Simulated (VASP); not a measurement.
A run of VASP 6.6.1 is set up as follows.

The input INCAR:

```
SYSTEM = Mg12Br
PREC     = Accurate       ! precision mode
ENCUT    = 520            ! plane-wave cutoff, eV
EDIFF    = 1E-6           ! SCF threshold, eV
ISMEAR   = -1             ! smearing method
SIGMA    = 0.1            ! smearing width, eV
LREAL    = .False.        ! projectors in reciprocal space
LASPH    = .True.         ! aspherical terms in the spheres
NELM     = 60             ! most SCF steps
ALGO     = Normal         ! electronic algorithm
ISIF     = 2              ! what is computed and relaxed
LWAVE    = .False.        ! write WAVECAR
LCHARG   = .True.         ! write CHGCAR
LELF     = .True.         ! ELF
LVHAR    = .True.       
NBANDS   = 28             ! bands
```

The input KPOINTS:

```
Automatic mesh
0
Gamma
  2 2 1
  0 0 0
```

File POSCAR:

```
Mg12Br
1.0
    6.4200000000      0.0000000000      0.0000000000
    3.2100000000      5.5598830000      0.0000000000
    0.0000000000      0.0000000000     16.2130400000
Mg Br
12 1
Direct
    0.0000000000      0.0000000000      0.0616787475
    0.5000000000      0.0000000000      0.0616787475
    0.0000037321      0.4999925358      0.0616787475
    0.5000037321      0.4999925358      0.0616787475
   -0.2152264813      0.3708890996      0.2189102105
    0.3050894542      0.3379207800      0.2299568742
   -0.1653158486      0.8634354356      0.2175532781
    0.2886866085      0.8700722659      0.2036262169
   -0.0317819006      0.1365856080      0.3735388305
    0.4803006680      0.1427008446      0.3954101143
   -0.0142781462      0.6025126788      0.4060867055
    0.4801396867      0.6652657979      0.3789603924
    0.5220753775      0.3008336686      0.5410274692
```

Potentials or basis: VASP PAW LDA potentials, release 64 (Mg, Br).

Command:

```console
$ cat potpaw_LDA.64/Mg/POTCAR potpaw_LDA.64/Br/POTCAR > POTCAR
$ mpirun -np 1 vasp_std > vasp.out
```

(1) What does it give for the largest force?

Answers

(1) 1.014 eV/Å.

Caveat: the k points lie up to 0.57 Å⁻¹ apart; an odd number of electrons without spin polarisation forces a metal; a magnetic or distorted state may lie lower.
